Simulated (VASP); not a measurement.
Wanted: the native input for a VASP 6.6.1 run.

```
Task                   : single point
Functional             : PBEsol
Potentials or basis    : VASP PAW PBE potentials, release 64 (N, Hf_pv, H)
Cutoff                 : 520 eV
k mesh                 : 9 × 9 × 1
Occupations            : gaussian, width 0.1 eV
Spin                   : no spin polarisation
Dipole correction      : yes
Further INCAR settings : ALGO = Normal; EDIFF = 1e-06; NBANDS = 32
```

The structure of Hf3HN3 lies in POSCAR:

```
Hf3HN3
1.0
    3.1830776025      0.0000000000      0.0000000000
   -1.5915388013      2.7566260660      0.0000000000
    0.0000000000      0.0000000000     25.4974299482
N Hf H
3 3 1
Direct
    0.3333333333      0.6666666667      0.3333669321
    0.0000000000      0.0000000000      0.4352976751
    0.6666666667      0.3333333333      0.5370245865
    0.6666666667      0.3333333333      0.3843323037
    0.3333333333      0.6666666667      0.4872491629
    0.0000000000      0.0000000000      0.5868477275
    0.3333333333      0.6666666667      0.6245805307
```

These files were run (other wordings do the same):

INCAR

```
  PREC = Accurate
  ENCUT = 520
  EDIFF = 1E-6
  ISMEAR = 0
  SIGMA = 0.1
  LREAL = False
  LASPH = True
  NELM = 80
  ALGO = Normal
  ISIF = 2
  LWAVE = False
  LCHARG = False
  LDIPOL = True
  IDIPOL = 3
  DIPOL = 0.5 0.5 0.484
  GGA = PS
  NBANDS = 32
```

KPOINTS

```
regular mesh
0
Gamma
  9 9 1
```

Potentials or basis: VASP PAW PBE potentials, release 64 (N, Hf_pv, H).

Launch:

```console
$ cat potpaw_PBE.64/N/POTCAR potpaw_PBE.64/Hf_pv/POTCAR potpaw_PBE.64/H/POTCAR > POTCAR
$ mpirun -np 1 vasp_std > vasp.out
```

Results of the run:

* Largest force: 6.995 eV/Å
* Band gap on the k mesh: 0.17 eV (least direct gap 0.24 eV)

Caveat: the PAW data sets were made with another functional, which shifts forces and pressure a little; spin-orbit coupling is left out, which moves the levels of the heavy elements.

It took 4.6 min on 1 thread of Intel(R) Xeon(R) Platinum 8259CL CPU @ 2.50GHz (Skylake/Cascade Lake), on a shared host, peak memory 0.36 GiB.
